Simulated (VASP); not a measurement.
TiAl: single point with PBE

Crystal: TiAl.

```
Ti Al
1.0
     2.83300    0.00000    0.00000
    -1.41650    2.45345    0.00000
     0.00000    0.00000    4.57095
Ti Al
1 1
Direct
  0.00000 0.00000 0.01504
  0.33333 0.66667 0.47333
```

This cell differs from its parent crystal: atoms displaced along a vibrational mode, the cell strained.

- Program: VASP 6.6.1
- Task: single point
- Functional: PBE
- Potentials or basis: VASP PAW PBE potentials, release 64 (Ti_sv, Al)
- Cutoff: 520 eV
- k mesh: 18 × 18 × 10
- Occupations: gaussian, width 0.15 eV
- Spin: no spin polarisation

The pressure is 7.8 GPa. The largest force is 1.655 eV/Å and the band gap on the k mesh is zero (an odd number of electrons rules out a gap without spin polarisation).

Forces in eV/Å, atoms in the order of the input:
```
Ti   0.000  0.000 -1.655
Al   0.000  0.000  1.655
```

Stress tensor (GPa, compression positive):
```
6.85 0.00 0.00
0.00 6.85 0.00
0.00 0.00 9.83
```

Levels at points of the mesh, in eV from the Fermi level:
```tsv
k point	band 5	band 6	band 7	band 8	band 9	band 10
(0.00, 0.00, 0.00)	-9.12	-2.40	-1.63	1.30	1.30	2.87
(0.50, 0.00, 0.00)	-3.84	-2.98	-1.48	-1.06	2.13	4.14
(0.00, 0.00, 0.50)	-8.17	-5.32	-0.39	1.32	1.32	2.78
(0.50, 0.00, 0.50)	-3.82	-2.55	-1.80	0.63	1.06	1.92
```

Run time: 2.7 min on 1 thread of AMD EPYC 9R45 96-Core Processor (Zen 5) (shared host), peak memory 0.24 GiB.

Caveat: the cell differs from its parent crystal (atoms displaced along a vibrational mode, the cell strained); the cell stands under pressure; forces of over 1 eV/Å act on the atoms, so gaps and moduli don't describe the material at rest.
